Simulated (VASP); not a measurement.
Set up this calculation in VASP 6.6.1, as the native input.

```
Task                   : relaxation of shape and atoms at fixed volume
Functional             : PBE
Potentials or basis    : VASP PAW PBE potentials, release 64 (Ag)
Cutoff                 : 600 eV
k mesh                 : 18 × 18 × 4
Occupations            : gaussian, width 0.1 eV
Spin                   : no spin polarisation
Dipole correction      : no
Further INCAR settings : ALGO = Normal; EDIFF = 1e-07; IBRION = 2; EDIFFG = -0.01; NSW = 50; ISIF = 4
```

The structure of Ag lies in POSCAR:

```
Ag
1.0
    2.9071506523      0.0000000000      0.0000000000
   -1.4535753262      2.5176663175      0.0000000000
    0.0000000000      0.0000000000      9.4669044942
Ag
4
Direct
    0.3333333333      0.6666666667      0.2500000000
    0.6666666667      0.3333333333      0.7500000000
    0.0000000000      0.0000000000      0.0000000000
    0.0000000000      0.0000000000      0.5000000000
```

This cell differs from its parent crystal: volume scaled by 0.97.

One way to write it, as run:

INCAR

```
SYSTEM = Ag
PREC = Accurate
ENCUT = 600
EDIFF = 1E-7
ISMEAR = 0
SIGMA = 0.1
LREAL = .FALSE.
LASPH = .TRUE.
NELM = 100
ALGO = Normal
ISIF = 4
LWAVE = .FALSE.
LCHARG = .FALSE.
GGA = PE
IBRION = 2
NSW = 50
EDIFFG = -0.01
```

KPOINTS

```
regular mesh
0
G
  18 18 4
  0 0 0
```

Potentials or basis: VASP PAW PBE potentials, release 64 (Ag).

Run with:

```console
$ cat potpaw_PBE.64/Ag/POTCAR > POTCAR
$ mpirun -np 1 vasp_std > vasp.out
```

It gave:

- Pressure after relaxing: 2.8 GPa
- Band gap on the k mesh: zero (band 22 reaches 11.62 eV, above the bottom of band 23 at 5.15 eV)

Caveat: the relaxation stopped at its first step, so nothing moved.

It took 87 s on 1 thread of Intel(R) Xeon(R) 6975P-C (Granite Rapids) (shared host), peak memory 0.33 GiB.
